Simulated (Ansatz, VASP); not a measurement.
**CaO: VASP beside Ansatz**

```
Ca O
1.0
     0.00000    2.40356    2.40356
     2.40356    0.00000    2.40356
     2.40356    2.40356    0.00000
Ca O
1 1
Cartesian
  0.0000 0.0000 0.0000
  2.4036 2.4036 2.4036
```

Alike in both runs: task single point; functional PBE; k mesh 10 × 10 × 10; occupations gaussian, width 0.028 eV; no spin polarisation.

|  | VASP | Ansatz |
| --- | --- | --- |
| version | VASP 6.6.1 | Ansatz 0.2.0 |
| potentials or method | VASP PAW PBE potentials, release 64 (Ca_sv, O), cutoff 520 eV | all-electron LAPW, scalar-relativistic |

```csv
,VASP,Ansatz,Ansatz less VASP
gap on the k mesh at the Fermi level (eV),3.64,3.65,+0.017
least direct gap on the mesh (eV),4.01,4.03,+0.016
pressure (GPa),2.2,1.6,-0.57
```

Ansatz ran all-electron here, and VASP with PAW potentials.
